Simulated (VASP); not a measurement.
# Pb in VASP: settings compared

The runs below take Pb through single point, with PBEsol, LDA.

All numbers are computed with VASP 6.6.1; they aren't measurements. Logs are shortened: lines on timing, memory, paths and dates and some standing lists are left out, and cuts for length are marked.

## 1. The cell of the first run

It takes space group I4_1/amd (No. 141, tetragonal). Conventional cell: a = 4.863 Å, b = 4.863 Å, c = 7.016 Å, α = 90.00°, β = 90.00°, γ = 90.00°. Pb (site symmetry -4m2) has 4 Pb at 3.00 Å within 3.9 Å.

## 2. Single point, PBEsol

File INCAR:

```
PREC     = Accurate       # precision mode
ENCUT    = 520            # plane-wave cutoff, eV
EDIFF    = 1E-6           # SCF threshold, eV
ISMEAR   = -1             # smearing method
SIGMA    = 0.05           # smearing width, eV
LREAL    = F              # projectors in reciprocal space
LASPH    = T              # aspherical terms in the spheres
NELM     = 60             # most SCF steps
ALGO     = Normal         # electronic algorithm
ISIF     = 2              # what is computed and relaxed
LWAVE    = F              # write WAVECAR
LCHARG   = F              # write CHGCAR
GGA      = PS             # functional
NBANDS   = 21             # bands
```

File KPOINTS:

```
regular mesh
0
Gamma
  6 6 6
```

File POSCAR:

```
Pb
1.0
    0.0000000000      3.4390000555      3.5077800566
    3.4390000555      0.0000000000      3.5077800566
    3.4390000555      3.4390000555      0.0000000000
Pb
2
Direct
    0.2500000000      0.2500000000      0.2500000000
    0.0000000000      0.0000000000      0.0000000000
```

Potentials or basis: VASP PAW PBE potentials, release 64 (Pb_d).

The run is started by

```console
$ cat potpaw_PBE.64/Pb_d/POTCAR > POTCAR
$ mpirun -np 1 vasp_std > vasp.out
```

OUTCAR:

```text
PREC = Accurate
   ENCUT = 520
   EDIFF = 1E-6
   ISMEAR = -1
   LREAL = F
   LASPH = T
   NELM = 60
   ISIF = 2
   GGA = PS

 ion  position               nearest neighbor table
   1  0.250  0.250  0.250-   2 3.00   2 3.00   2 3.00   2 3.00
   2  0.000  0.000  0.000-   1 3.00   1 3.00   1 3.00   1 3.00

  LATTYP: Found a body centered tetragonal cell.
 ALAT       =     4.8634805195
 C/A-ratio  =     1.4424978336

  Lattice vectors:

 A1 = (  -3.4390000555,   0.0000000000,   3.5077800566)
 A2 = (   3.4390000555,   0.0000000000,   3.5077800566)
 A3 = (   0.0000000000,   3.4390000555,  -3.5077800566)

Analysis of symmetry for initial positions (statically):
=====================================================================
 Subroutine PRICEL returns:
 Original cell was already a primitive cell.

 Routine SETGRP: Setting up the symmetry group for a
 body centered tetragonal supercell.

 Subroutine GETGRP returns: Found 16 space group operations
 (whereof  8 operations were pure point group operations)
 out of a pool of 16 trial point group operations.

The static configuration has the point symmetry D_2d.
 The point group associated with its full space group is D_4h.

Analysis of symmetry for dynamics (positions and initial velocities):
=====================================================================
 Subroutine PRICEL returns:
 Original cell was already a primitive cell.

 Routine SETGRP: Setting up the symmetry group for a
 body centered tetragonal supercell.

 Subroutine GETGRP returns: Found 16 space group operations
 (whereof  8 operations were pure point group operations)
 out of a pool of 16 trial point group operations.

The dynamic configuration has the point symmetry D_2d.
 The point group associated with its full space group is D_4h.

 Subroutine INISYM returns: Found 16 space group operations
 (whereof  8 operations are pure point group operations),
 and found     1 'primitive' translations

----------------------------------------------------------------------------------------

                                     Primitive cell

  volume of cell :      82.9711

  direct lattice vectors                    reciprocal lattice vectors
     0.000000000  3.439000056  3.507780057    -0.145391100  0.145391100  0.142540294
     3.439000056  0.000000000  3.507780057     0.145391100 -0.145391100  0.142540294
     3.439000056  3.439000056  0.000000000     0.145391100  0.145391100 -0.142540294

  length of vectors
     4.912356085  4.912356085  4.863480519     0.250189686  0.250189686  0.250189686

  position of ions in fractional coordinates (direct lattice)
     0.250000000  0.250000000  0.250000000
     0.000000000  0.000000000  0.000000000

  ion indices of the primitive-cell ions
   primitive index   ion index
                 1           1
                 2           2

----------------------------------------------------------------------------------------

 KPOINTS: regular mesh

Automatic generation of k-mesh.
 Grid dimensions read from file:
 generate k-points for:    6    6    6

 Generating k-lattice:

  Cartesian coordinates                     Fractional coordinates (reciprocal lattice)
    -0.024231850  0.024231850  0.023756716     0.166666667  0.000000000  0.000000000
     0.024231850 -0.024231850  0.023756716     0.000000000  0.166666667  0.000000000
     0.024231850  0.024231850 -0.023756716    -0.000000000 -0.000000000  0.166666667

  Length of vectors
     0.041698281  0.041698281  0.041698281

  Shift w.r.t. Gamma in fractional coordinates (k-lattice)
     0.000000000  0.000000000  0.000000000

 Subroutine IBZKPT returns following result:
 ===========================================

 Found     30 irreducible k-points:

 Following reciprocal coordinates:
            Coordinates               Weight
  0.000000  0.000000  0.000000      1.000000
  0.166667  0.000000  0.000000      8.000000
  0.333333  0.000000  0.000000      8.000000
  0.500000  0.000000  0.000000      4.000000
  0.166667  0.166667  0.000000      2.000000
  0.333333  0.166667  0.000000      8.000000
[... 16 lines left out ...]
  0.333333  0.000000  0.333333      4.000000
  0.500000  0.000000  0.333333     16.000000
 [... further k-points ...]
   k-points           NKPTS =     30   k-points in BZ     NKDIM =     30   number of bands    NBANDS=     21
   number of dos      NEDOS =    301   number of ions     NIONS =      2
   total plane-waves  NPLWV =  57600
   dimension x,y,z NGX =    40 NGY =   40 NGZ =   36
   dimension x,y,z NGXF=    80 NGYF=   80 NGZF=   72
   ions per type =               2
   NGX,Y,Z   is equivalent  to a cutoff of  13.54, 13.54, 12.31 a.u.
   NGXF,Y,Z  is equivalent  to a cutoff of  27.07, 27.07, 24.61 a.u.
 SYSTEM =  unknown system
   PREC   = accura    normal or accurate (medium, high low for compatibility)
   ISTART =      0    job   : 0-new  1-cont  2-samecut
   ICHARG =      2    charge: 1-file 2-atom 10-const
   ISPIN  =      1    spin polarized calculation?
   LNONCOLLINEAR =      F non collinear calculations
   LSORBIT =      F    spin-orbit coupling
   LASPH  =      T    aspherical Exc in radial PAW
   ENCUT  =  520.0 eV  38.22 Ry    6.18 a.u.   9.13  9.13  9.04*2*pi/ulx,y,z
   NELM   =     60;   NELMIN=  2; NELMDL= -5     # of ELM steps
   EDIFF  = 0.1E-05   stopping-criterion for ELM
   LREAL  =      F    real-space projection
   EDIFFG = 0.1E-04   stopping-criterion for IOM
   NSW    =      0    number of steps for IOM
   IBRION =     -1    ionic relax: 0-MD 1-quasi-New 2-CG
   NFREE  =      0    steps in history (QN), initial steepest desc. (CG)
   ISIF   =      2    stress and relaxation
   ISYM   =      2    0-nonsym 1-usesym 2-fastsym
   POTIM  = 0.5000    time-step for ionic-motion
   TEBEG  =    0.0;   TEEND  =   0.0 temperature during run
   PSTRESS=    0.0 pullay stress
   NELECT =      28.0000    total number of electrons
   NUPDOWN=      -1.0000    fix difference up-down
   EMIN   =  10.00;   EMAX   =-10.00  energy-range for DOS
   EFERMI =   0.00;   METHOD = LEGACY
   ISMEAR =    -1;   SIGMA  =   0.05  broadening in eV -4-tet -1-fermi 0-gaus
   EFERMI_NEDOS =   21; number of points for ismear=-14 and -15
   IALGO  =     38    algorithm
   IMIX   =      4    mixing-type and parameters
     AMIX     =   0.40;   BMIX     =  1.00
     AMIX_MAG =   1.60;   BMIX_MAG =  1.00
  volume/ion in A,a.u.               =      41.49       279.96
  Fermi-wavevector in a.u.,A,eV,Ry     =   1.139774  2.153860 17.675110  1.299084
  Thomas-Fermi vector in A             =   2.276477
   LORBIT       =      0    0 simple, 1 ext, 2 COOP (PROOUT), +10 PAW based schemes
   GGA     = PS    functional components
   LHFCALC =     F    Hartree Fock is set to
   AEXX    =    0.0000 exact exchange contribution
   IVDW    =     0    specifies the selected vdW correction
   LEPSILON=     F    determine dielectric tensor
   LRPA    =     F    only Hartree local field effects (RPA)
 non-spin polarized calculation
  energy-cutoff  :      520.00
  volume of cell :       82.97
 maximum number of plane-waves:      2264
 NGX is ok and might be reduce to    40
   NGX = 19   NGY = 19   NGZ = 19

 number of electron      28.0000001 magnetization

 Free energy of the ion-electron system (eV)
  ---------------------------------------------------
  ext. energy  EPLUGINS =         0.00000000
  ---------------------------------------------------
  free energy    TOTEN  =        -7.33961422 eV

  energy without entropy =       -7.33164357  energy(sigma->0) =       -7.33562889

 E-fermi :   3.9070     XC(G=0):  -8.5323

 val. band max:        3.8785998347   @ k =   0.1667   0.0000   0.0000
 cond. band min:       3.9523184704   @ k =   0.1667   0.0000   0.0000
 fundamental gap:      0.0737186357
 Fermi energy:         3.9070278252

 k-point     1 :       0.0000    0.0000    0.0000
  band No.  band energies     occupation
      1     -13.1019      2.00000
      2     -13.1019      2.00000
      3     -13.0926      2.00000
      4     -13.0254      2.00000
      5     -13.0225      2.00000
      6     -12.6237      2.00000
[... 13 lines left out ...]
     20      11.7267      0.00000
     21      12.0018      0.00000

 k-point     2 :       0.1667    0.0000    0.0000
  band No.  band energies     occupation
      1     -13.1237      2.00000
      2     -13.1173      2.00000
      3     -13.0928      2.00000
      4     -12.9925      2.00000
      5     -12.9912      2.00000
      6     -12.6511      2.00000
[... 13 lines left out ...]
     20      11.0058      0.00000
     21      11.1631      0.00000

 k-point     3 :       0.3333    0.0000    0.0000
  band No.  band energies     occupation
      1     -13.1447      2.00000
      2     -13.1355      2.00000
      3     -13.0806      2.00000
      4     -12.9550      2.00000
      5     -12.9546      2.00000
      6     -12.6817      2.00000
[... 13 lines left out ...]
     20      11.3679      0.00000
     21      11.3788      0.00000

 k-point     4 :       0.5000    0.0000    0.0000
  band No.  band energies     occupation
      1     -13.1504      2.00000
      2     -13.1399      2.00000
      3     -13.0740      2.00000
      4     -12.9443      2.00000
      5     -12.9431      2.00000
      6     -12.6897      2.00000
[... 13 lines left out ...]
     20      11.7581      0.00000
     21      12.2764      0.00000

 k-point     5 :       0.1667    0.1667    0.0000
  band No.  band energies     occupation
      1     -13.1213      2.00000
      2     -13.1213      2.00000
      3     -13.1146      2.00000
      4     -12.9937      2.00000
      5     -12.9516      2.00000
      6     -12.7261      2.00000
[... 13 lines left out ...]
     20       9.7276      0.00000
     21      12.5966      0.00000
[... 382 lines left out ...]
     20      11.6760      0.00000
     21      12.9465      0.00000

 k-point    22 :      -0.3333    0.5000    0.1667
  band No.  band energies     occupation
      1     -13.1866      2.00000
      2     -13.1866      2.00000
      3     -12.9576      2.00000
      4     -12.9576      2.00000
      5     -12.8139      2.00000
      6     -12.8139      2.00000
[... 13 lines left out ...]
     20      12.3626      0.00000
     21      13.6281      0.00000

 k-point    23 :       0.3333    0.0000    0.3333
  band No.  band energies     occupation
      1     -13.1489      2.00000
      2     -13.1437      2.00000
      3     -13.0884      2.00000
      4     -12.9142      2.00000
      5     -12.8625      2.00000
      6     -12.8366      2.00000
[... 13 lines left out ...]
     20      12.4655      0.00000
     21      13.2582      0.00000

 k-point    24 :       0.5000    0.0000    0.3333
  band No.  band energies     occupation
      1     -13.1788      2.00000
      2     -13.1575      2.00000
      3     -13.0258      2.00000
      4     -12.9011      2.00000
      5     -12.8634      2.00000
      6     -12.7992      2.00000
[... 13 lines left out ...]
     20      12.6825      0.00000
     21      13.0829      0.00000

 [... further k-points ...]

------------------------ aborting loop because EDIFF is reached ----------------------------------------

  FORCE on cell =-STRESS in cart. coord.  units (eV):
  Direction    XX          YY          ZZ          XY          YZ          ZX
  --------------------------------------------------------------------------------------
  -------------------------------------------------------------------------------------
  Total       -0.0694008     -0.0694008     -0.0892694      0.0000000      0.0000000     -0.0000000
  in kB       -1.3401339     -1.3401339     -1.7237985      0.0000000      0.0000000     -0.0000000
  external PRESSURE =      -1.4680221 kB  Pullay stress =       0.0000000 kB

 VOLUME and BASIS-vectors are now :
 -----------------------------------------------------------------------------
  energy-cutoff  :      520.00
  volume of cell :       82.97
      direct lattice vectors                 reciprocal lattice vectors
     0.000000000  3.439000056  3.507780057    -0.145391100  0.145391100  0.142540294
     3.439000056  0.000000000  3.507780057     0.145391100 -0.145391100  0.142540294
     3.439000056  3.439000056  0.000000000     0.145391100  0.145391100 -0.142540294

 POSITION                                       TOTAL-FORCE (eV/Angst)
 -----------------------------------------------------------------------------------
      1.71950      1.71950      1.75389        -0.000000     -0.000000      0.000000
      0.00000      0.00000      0.00000         0.000000      0.000000     -0.000000
 -----------------------------------------------------------------------------------
    total drift:                               -0.000000      0.000000      0.000000

  FREE ENERGIE OF THE ION-ELECTRON SYSTEM (eV)
  ---------------------------------------------------
  free  energy   TOTEN  =        -7.3396142155 eV

  energy  without entropy=       -7.3316435735  energy(sigma->0) =       -7.33562889
```

Wall time 19 s (1 thread of Intel Xeon 6975P-C (Granite Rapids), shared host); peak memory 0.24 GiB.

What came out:

- Free energy: -7.3396 eV
- Pressure: -0.1 GPa
- Band gap on the k mesh: zero (band 14 reaches 4.42 eV, above the bottom of band 15 at 3.33 eV)

Caveat: the PAW data sets were made with another functional, which shifts forces and pressure a little; spin-orbit coupling is left out, which moves the levels of the heavy elements.

## 3. Single point, PBEsol

This run uses another cell than the first one, of 40.67 Å³/atom, 0.980 times its volume.

File INCAR:

```
  PREC = Accurate
  ENCUT = 520
  EDIFF = 1E-6
  ISMEAR = -1
  SIGMA = 0.05
  LREAL = F
  LASPH = T
  NELM = 100
  ALGO = Normal
  ISIF = 2
  LWAVE = F
  LCHARG = F
  GGA = PS
  NBANDS = 21
```

File KPOINTS:

```
Automatic mesh
0
Gamma
  7 7 7
```

File POSCAR:

```
Pb
1.0
    0.0000000000      3.4390000555      3.4390000555
    3.4390000555      0.0000000000      3.4390000555
    3.4390000555      3.4390000555      0.0000000000
Pb
2
Direct
    0.2500000000      0.2500000000      0.2500000000
    0.0000000000      0.0000000000      0.0000000000
```

Potentials or basis: VASP PAW PBE potentials, release 64 (Pb_d).

The run is started by

```console
$ cat potpaw_PBE.64/Pb_d/POTCAR > POTCAR
$ mpirun -np 1 vasp_std > vasp.out
```

Run time: 20 s. Hardware: 1 thread of Intel Xeon Platinum 8488C (Sapphire Rapids), shared host; peak memory 0.2 GiB.

Results (log left out):

```
Free energy            : -7.3491 eV
Pressure               : 0.4 GPa
Band gap on the k mesh : zero (band 14 reaches 4.57 eV, above the bottom of band 15 at 3.46 eV)
```

Levels at points of the mesh, in eV from the Fermi level:
```
           k point  band 11  band 12  band 13  band 14  band 15  band 16  band 17  band 18
(0.00, 0.00, 0.00)   -11.16    -3.94     0.40     0.40     0.40     2.41     2.41     2.41
```

Caveat: the PAW data sets were made with another functional, which shifts forces and pressure a little; spin-orbit coupling is left out, which moves the levels of the heavy elements.

(Continued in part 2 of 2.)
